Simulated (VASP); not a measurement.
A run of VASP 6.6.1 is set up as follows.

File INCAR:

```
PREC = Accurate
ENCUT = 600
EDIFF = 1E-6
ISMEAR = -1
SIGMA = 0.05
LREAL = False
LASPH = True
NELM = 80
ALGO = Normal
ISIF = 3
LWAVE = False
LCHARG = False
GGA = PS
IBRION = 2
NSW = 60
EDIFFG = -0.01
PSTRESS = 200.0
```

The input KPOINTS:

```
Automatic mesh
0
Gamma
  11 11 6
```

Contents of POSCAR:

```
Au
1.0
    1.4113099650     -2.5559330250      0.0000000000
    1.4113099650      2.5559330250      0.0000000000
    0.0000000000      0.0000000000      4.8931696100
Au
2
Direct
    0.3346720300      0.6653279700      0.2500000000
    0.6653279700      0.3346720300      0.7500000000
```

Potentials or basis: VASP PAW PBE potentials, release 64 (Au).

Run with:

```sh
$ cat potpaw_PBE.64/Au/POTCAR > POTCAR
$ mpirun -np 1 vasp_std > vasp.out
```

Problem. Estimate the band gap on the k mesh.

Solution. Zero (bands 11 and 12 overlap by 6.79 eV).

Problem. Estimate the relaxed cell.

Solution. a = 2.788 Å, b = 2.788 Å, c = 4.622 Å, α = 90.00°, β = 90.00°, γ = 120.02°.

Problem. Estimate the relaxed volume.

Solution. 15.55 Å³/atom.

Problem. Predict the space group after relaxing (to 0.1 Å).

Solution. P6_3/mmc (No. 194).

Forces on the atoms (eV/Å):
```
Au   0.000  0.003  0.000
Au   0.000 -0.003  0.000
```

Caveat: the cell is relaxed towards a set pressure, so the run minimises the enthalpy, not the energy; the PAW data sets were made with another functional, which shifts forces and pressure a little; spin-orbit coupling is left out, which moves the levels of the heavy elements.
